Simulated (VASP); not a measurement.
Here is a VASP 6.6.1 calculation.

INCAR

```
SYSTEM = CuSi16
PREC = Accurate ; ENCUT = 520
EDIFF = 1E-6 ; ISMEAR = 0
SIGMA = 0.05 ; LREAL = .False.
LASPH = .True. ; NELM = 200
ALGO = Normal ; ISIF = 2
LWAVE = .False. ; LCHARG = .True.
ISPIN = 2 ; MAGMOM = 0 0 0 0 0 0 0 0 0 0 0 0 0 0 0 0 0
LORBIT = 11 ; LMAXMIX = 4
GGA = PE ; IVDW = 12
LELF = .True. ; LVHAR = .True.
NBANDS = 56 ; GGA_COMPAT = .False.
```

KPOINTS

```
Automatic mesh
0
Gamma
  2 2 2
  0 0 0
```

Contents of POSCAR:

```
CuSi16
1.0
    0.0000000000      5.4300000000      5.4300000000
    5.4300000000      0.0000000000      5.4300000000
    5.4300000000      5.4300000000      0.0000000000
Si Cu
16 1
Direct
    0.0345734807     -0.0085972376     -0.0131162063
    0.1310123389      0.1302664825      0.1263937385
   -0.0054227440      0.0056048803      0.4996593923
    0.1307583794      0.1302156538      0.6121451197
   -0.0061618785      0.5035029466      0.0024935543
    0.1299403315      0.6168434622      0.1263469613
   -0.0063903315      0.5034490792      0.4996227440
    0.1089353591      0.6322349908      0.6290213628
    0.5046942910      0.0103331492      0.0055294659
    0.6587404236      0.1178997238      0.1117906998
    0.5043536832      0.0103352670      0.4794925414
    0.6213657459      0.1351861878      0.6216318600
    0.5033827808      0.4852930939      0.0055170350
    0.6205909761      0.6266585635      0.1308703499
    0.4826523020      0.5085049724      0.5041987109
    0.6203525783      0.6266488950      0.6216658379
    0.4659781768      0.8481787293      0.8428072744
```

Potentials or basis: VASP PAW PBE potentials, release 64 (Si, Cu).

The run is started by

```sh
$ cat potpaw_PBE.64/Si/POTCAR potpaw_PBE.64/Cu/POTCAR > POTCAR
$ mpirun -np 1 vasp_std > vasp.out
```

**Question.** What does it give for the dispersion energy per atom?

**Answer.** -0.334 eV.

**Question.** Estimate the pressure.

**Answer.** 1.3 GPa.

Stress tensor (GPa, compression positive):
```
 1.32  0.28  0.30
 0.28  1.31 -0.31
 0.30 -0.31  1.30
```

Caveat: the k points lie up to 0.50 Å⁻¹ apart.
